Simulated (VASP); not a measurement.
# Cd2TeO3 (P6/mmm) in VASP: notebook, part 2 of 2

VASP 6.6.1. The steps go on from the part before.

### Step 4. Single point, PBE

INCAR reads:

```
ALGO = Normal
EDIFF = 1E-6
ENCUT = 520
GGA = PE
ISIF = 2
ISMEAR = 0
LASPH = T
LCHARG = F
LREAL = F
LWAVE = F
NBANDS = 33
NELM = 80
PREC = Accurate
SIGMA = 0.1
```

KPOINTS reads:

```
k-points
0
Gamma
  6 6 12
```

POSCAR reads:

```
Cd2TeO3
1.0
    6.0067587961      0.0000000000      0.0000000000
   -3.0033793981      5.2020057118      0.0000000000
    0.0000000000      0.0000000000      3.0227340905
Cd Te O
2 1 3
Direct
    0.3333333333      0.6666666667      0.5000000000
    0.6666666667      0.3333333333      0.5000000000
    0.0000000000      0.0000000000      0.5000000000
    0.0000000000      0.5000000000      0.0000000000
    0.5000000000      0.0000000000      0.0000000000
    0.5000000000      0.5000000000      0.0000000000
```

Potentials or basis: VASP PAW PBE potentials, release 64 (Cd, Te, O).

Launch:

```
cat potpaw_PBE.64/Cd/POTCAR potpaw_PBE.64/Te/POTCAR potpaw_PBE.64/O/POTCAR > POTCAR
mpirun -np 1 vasp_std > vasp.out
```

OUTCAR:

```text
EDIFF = 1E-6
   ENCUT = 520
   GGA = PE
   ISIF = 2
   ISMEAR = 0
   LASPH = T
   LREAL = F
   NELM = 80
   PREC = Accurate

 ion  position               nearest neighbor table
   1  0.333  0.667  0.500-   4 2.30   4 2.30   5 2.30   5 2.30   6 2.30   6 2.30   2 3.47   2 3.47
                             3 3.47   3 3.47   3 3.47   2 3.47
   2  0.667  0.333  0.500-   4 2.30   4 2.30   5 2.30   5 2.30   6 2.30   6 2.30   1 3.47   1 3.47
                             3 3.47   3 3.47   3 3.47   1 3.47
   3  0.000  0.000  0.500-   1 3.47   2 3.47   2 3.47   1 3.47   2 3.47   1 3.47
[... 1076 lines left out ...]
  Total        0.4911662      0.4911662      0.7347731     -0.0000000      0.0000000      0.0000000
  in kB        8.3315947      8.3315947     12.4638685     -0.0000000      0.0000000      0.0000000
  external PRESSURE =       9.7090193 kB  Pullay stress =       0.0000000 kB

 VOLUME and BASIS-vectors are now :
 -----------------------------------------------------------------------------
  energy-cutoff  :      520.00
  volume of cell :       94.45
      direct lattice vectors                 reciprocal lattice vectors
     6.006758796  0.000000000  0.000000000     0.166479134  0.096116773  0.000000000
    -3.003379398  5.202005712  0.000000000     0.000000000  0.192233545  0.000000000
     0.000000000  0.000000000  3.022734091     0.000000000  0.000000000  0.330826321

 POSITION                                       TOTAL-FORCE (eV/Angst)
 -----------------------------------------------------------------------------------
     -0.00000      3.46800      1.51137         0.000000     -0.000000      0.000000
      3.00338      1.73400      1.51137        -0.000000      0.000000     -0.000000
      0.00000      0.00000      1.51137         0.000000     -0.000000      0.000000
     -1.50169      2.60100      0.00000         0.000000     -0.000000      0.000000
      3.00338      0.00000      0.00000         0.000000     -0.000000      0.000000
      1.50169      2.60100      0.00000         0.000000     -0.000000      0.000000
 -----------------------------------------------------------------------------------
    total drift:                               -0.000000      0.000000      0.000000

  FREE ENERGIE OF THE ION-ELECTRON SYSTEM (eV)
  ---------------------------------------------------
  free  energy   TOTEN  =       -20.6874372031 eV

  energy  without entropy=      -20.6508267827  energy(sigma->0) =      -20.66913199
```

OSZICAR:

```text
N       E                     dE             d eps       ncg     rms          rms(c)
DAV:   1     0.366216170427E+03    0.36622E+03   -0.24650E+04  3234   0.141E+03
DAV:   2    -0.428605771671E+01   -0.37050E+03   -0.34914E+03  3696   0.355E+02
DAV:   3    -0.283755025381E+02   -0.24089E+02   -0.23805E+02  3814   0.960E+01
DAV:   4    -0.285910690083E+02   -0.21557E+00   -0.21542E+00  3573   0.946E+00
DAV:   5    -0.285932943194E+02   -0.22253E-02   -0.22249E-02  3813   0.880E-01    0.203E+01
DAV:   6    -0.239285747299E+02    0.46647E+01   -0.34774E+01  4260   0.559E+01    0.170E+01
DAV:   7    -0.210143971593E+02    0.29142E+01   -0.90006E+00  3734   0.183E+01    0.115E+01
DAV:   8    -0.207503619954E+02    0.26404E+00   -0.59274E-01  3359   0.462E+00    0.685E+00
DAV:   9    -0.207132973338E+02    0.37065E-01   -0.13148E-01  3666   0.257E+00    0.172E+00
DAV:  10    -0.206888252303E+02    0.24472E-01   -0.31240E-02  3591   0.118E+00    0.948E-01
DAV:  11    -0.206877972758E+02    0.10280E-02   -0.30609E-03  3550   0.355E-01    0.428E-01
DAV:  12    -0.206875780460E+02    0.21923E-03   -0.10849E-03  3590   0.204E-01    0.956E-02
DAV:  13    -0.206874397524E+02    0.13829E-03   -0.15820E-04  3436   0.755E-02    0.466E-02
DAV:  14    -0.206874355304E+02    0.42221E-05   -0.13641E-05  3683   0.169E-02    0.146E-02
DAV:  15    -0.206874370737E+02   -0.15434E-05   -0.13480E-06  2705   0.746E-03    0.426E-03
DAV:  16    -0.206874372031E+02   -0.12939E-06   -0.99569E-08  1690   0.277E-03
   1 F= -.20687437E+02 E0= -.20669132E+02  d E =-.366104E-01
```

Run time: 95 s. Hardware: 1 thread of Intel Xeon 6975P-C (Granite Rapids), shared host; peak memory 0.3 GiB.

Results:

* Free energy: -20.6874 eV
* Pressure: 1.0 GPa
* Band gap on the k mesh: zero (band 24 reaches 3.49 eV, above the bottom of band 25 at 2.72 eV)

Caveat: spin-orbit coupling is left out, which moves the levels of the heavy elements.

### Step 5. Relaxation of cell and atoms, PBE

This run uses another cell than the first one, of 17.46 Å³/atom, 1.110 times its volume.

INCAR reads:

```
  PREC = Accurate
  ENCUT = 600
  EDIFF = 1E-7
  ISMEAR = 0
  SIGMA = 0.1
  LREAL = F
  LASPH = T
  NELM = 60
  ALGO = Normal
  ISIF = 3
  LWAVE = F
  LCHARG = F
  GGA = PE
  IBRION = 2
  NSW = 90
  EDIFFG = -0.04
```

KPOINTS reads:

```
Automatic mesh
0
Gamma
  3 3 6
```

POSCAR reads:

```
Cd2TeO3
1.0
    5.9466101000      0.0000000000      0.0000000000
   -2.9733050500      5.1499154100      0.0000000000
    0.0000000000      0.0000000000      3.4215706500
Cd Te O
2 1 3
Direct
    0.3333333300      0.6666666700      0.5000000000
    0.6666666700      0.3333333300      0.5000000000
    0.0000000000      0.0000000000      0.5000000000
    0.0000000000      0.5000000000      0.0000000000
    0.5000000000      0.0000000000      0.0000000000
    0.5000000000      0.5000000000      0.0000000000
```

Potentials or basis: VASP PAW PBE potentials, release 64 (Cd, Te, O).

Launch:

```
cat potpaw_PBE.64/Cd/POTCAR potpaw_PBE.64/Te/POTCAR potpaw_PBE.64/O/POTCAR > POTCAR
mpirun -np 1 vasp_std > vasp.out
```

OUTCAR:

```text
PREC = Accurate
   ENCUT = 600
   EDIFF = 1E-7
   ISMEAR = 0
   LREAL = F
   LASPH = T
   NELM = 60
   ISIF = 3
   GGA = PE
   IBRION = 2
   NSW = 90
   EDIFFG = -0.04

 ion  position               nearest neighbor table
   1  0.333  0.667  0.500-   5 2.42   5 2.42   4 2.42   4 2.42   6 2.42   6 2.42   2 3.43   3 3.43
                             2 3.43   3 3.43   3 3.43   2 3.43
   2  0.667  0.333  0.500-   5 2.42   5 2.42   4 2.42   4 2.42   6 2.42   6 2.42   1 3.43   3 3.43
                             1 3.43   3 3.43   3 3.43   1 3.43
   3  0.000  0.000  0.500-   1 3.43   2 3.43   1 3.43   2 3.43   2 3.43   1 3.43
   4  0.000  0.500  0.000-   1 2.42   2 2.42   1 2.42   2 2.42
   5  0.500  0.000  0.000-   1 2.42   2 2.42   1 2.42   2 2.42
   6  0.500  0.500  0.000-   1 2.42   2 2.42   1 2.42   2 2.42

  LATTYP: Found a hexagonal cell.
 ALAT       =     5.9466101000
 C/A-ratio  =     0.5753817036

  Lattice vectors:

 A1 = (   5.9466101000,   0.0000000000,   0.0000000000)
 A2 = (  -2.9733050500,   5.1499154100,   0.0000000000)
 A3 = (   0.0000000000,   0.0000000000,   3.4215706500)

Analysis of symmetry for initial positions (statically):
=====================================================================
 Subroutine PRICEL returns:
[... 158 lines left out ...]
--------------------------------------- Ionic step        1  -------------------------------------------

 number of electron      47.9999991 magnetization

 Free energy of the ion-electron system (eV)
  ---------------------------------------------------
  ext. energy  EPLUGINS =         0.00000000
  ---------------------------------------------------
  free energy    TOTEN  =       -19.90154026 eV

  energy without entropy =      -19.85016023  energy(sigma->0) =      -19.87585024

------------------------ aborting loop because EDIFF is reached ----------------------------------------

  FORCE on cell =-STRESS in cart. coord.  units (eV):
  Direction    XX          YY          ZZ          XY          YZ          ZX
  --------------------------------------------------------------------------------------
  -------------------------------------------------------------------------------------
  Total       -2.1129107     -2.1129107    -12.9018823      0.0000000      0.0000000      0.0000000
  in kB      -32.3070010    -32.3070010   -197.2734255      0.0000000      0.0000000      0.0000000
  external PRESSURE =     -87.2958092 kB  Pullay stress =       0.0000000 kB
[... 227 lines left out ...]
--------------------------------------- Ionic step        7  -------------------------------------------

 number of electron      48.0000004 magnetization

 Free energy of the ion-electron system (eV)
  ---------------------------------------------------
  ext. energy  EPLUGINS =         0.00000000
  ---------------------------------------------------
  free energy    TOTEN  =       -20.79099147 eV

  energy without entropy =      -20.75383622  energy(sigma->0) =      -20.77241385

 E-fermi :   2.9063     XC(G=0): -10.7356

 val. band max:        2.8986614041   @ k =   0.3333  -0.0000   0.3333
 cond. band min:       2.9176283617   @ k =   0.3333   0.3333   0.3333
 fundamental gap:      0.0189669576
 Fermi energy:         2.9062652313

 k-point     1 :       0.0000    0.0000    0.0000
  band No.  band energies     occupation
      1     -14.2075      2.00000
      2     -13.4974      2.00000
      3     -13.4974      2.00000
      4      -9.0589      2.00000
      5      -4.8623      2.00000
      6      -4.1877      2.00000
[... 394 lines left out ...]
  FREE ENERGIE OF THE ION-ELECTRON SYSTEM (eV)
  ---------------------------------------------------
  free  energy   TOTEN  =       -20.7909914727 eV

  energy  without entropy=      -20.7538362183  energy(sigma->0) =      -20.77241385

 reached required accuracy - stopping structural energy minimisation
```

OSZICAR:

```text
N       E                     dE             d eps       ncg     rms          rms(c)
DAV:   1     0.393582764937E+03    0.39358E+03   -0.26700E+04   672   0.182E+03
DAV:   2     0.184460807843E+01   -0.39174E+03   -0.37924E+03   796   0.410E+02
DAV:   3    -0.276650204581E+02   -0.29510E+02   -0.28749E+02   800   0.112E+02
[... 90 lines left out ...]
DAV:   5    -0.207910104969E+02    0.11908E-03   -0.19878E-04   704   0.945E-02    0.674E-02
DAV:   6    -0.207909937952E+02    0.16702E-04   -0.30465E-05   760   0.499E-02    0.299E-02
DAV:   7    -0.207909914674E+02    0.23278E-05   -0.52179E-06   688   0.198E-02    0.838E-03
DAV:   8    -0.207909915611E+02   -0.93660E-07   -0.11161E-06   696   0.698E-03    0.548E-03
DAV:   9    -0.207909914727E+02    0.88375E-07   -0.42940E-08   336   0.168E-03
   7 F= -.20790991E+02 E0= -.20772414E+02  d E =-.160940E-03
```

Run time: 3.2 min. Hardware: 1 thread of Intel Xeon 6975P-C (Granite Rapids), shared host; peak memory 0.28 GiB.

Results:

| Item | Value |
| --- | --- |
| Free energy | -20.7910 eV |
| Relaxed volume | 15.90 Å³/atom |
| Relaxed cell | a = 6.065 Å, b = 6.065 Å, c = 2.995 Å, α = 90.00°, β = 90.00°, γ = 120.00° |
| Space group after relaxing (to 0.05 Å) | P6/mmm (No. 191) |
| Energy gained by relaxing | 148.2 meV/atom |
| Ionic steps | 7 |
| Pressure after relaxing | -0.2 GPa |
| Band gap on the k mesh | zero (band 24 reaches 3.36 eV, above the bottom of band 25 at 2.60 eV) |

The path:
```tsv
step	energy change (eV)	largest force (eV/Å)	pressure (GPa)	volume (Å³)
1	0.0000	0.0000	-8.73	104.78
2	-0.7714	0.0000	3.55	90.75
3	-0.7727	0.0000	2.84	91.26
4	-0.8699	0.0000	1.18	93.50
5	-0.8890	0.0000	0.18	95.22
6	-0.8893	0.0000	0.27	95.03
7	-0.8895	0.0000	-0.16	95.40
```

Final structure:
```
Cd Te O
1.0
     6.06490    0.00000    0.00000
    -3.03245    5.25236    0.00000
     0.00000    0.00000    2.99487
Cd Te O
2 1 3
Direct
  0.33333 0.66667 0.50000
  0.66667 0.33333 0.50000
  0.00000 0.00000 0.50000
  0.00000 0.50000 0.00000
  0.50000 0.00000 0.00000
  0.50000 0.50000 0.00000
```

Caveat: the k points lie up to 0.40 Å⁻¹ apart in the final cell; spin-orbit coupling is left out, which moves the levels of the heavy elements.

### Step 6. Overview

```tsv
task	cell	k mesh	cutoff (eV)	gap on the mesh (eV)	pressure (GPa)
single point	a = 6.047, b = 6.047, c = 2.982 Å, angles 90.0, 90.0, 120.0°, 6 atoms	3 × 3 × 6	520	none	1.0
single point	a = 5.947, b = 5.947, c = 3.422 Å, angles 90.0, 90.0, 120.0°, 6 atoms	3 × 3 × 6	520	none	-8.6
single point	a = 6.007, b = 6.007, c = 3.023 Å, angles 90.0, 90.0, 120.0°, 6 atoms	6 × 6 × 12	520	none	1.0
relaxation of cell and atoms	relaxed from a = 5.947, b = 5.947, c = 3.422 Å, angles 90.0, 90.0, 120.0°, 6 atoms	3 × 3 × 6	600	none	-0.2
```

Alike in all rows: level PBE; potentials or basis VASP PAW PBE potentials, release 64 (Cd, Te, O); no spin polarisation; smearing gaussian 0.1 eV.

Caveats: some runs use coarse meshes; spin-orbit coupling is left out, which moves the levels of the heavy elements.

Total energies depend on the potentials used, so only differences within one code and one set of settings carry meaning.
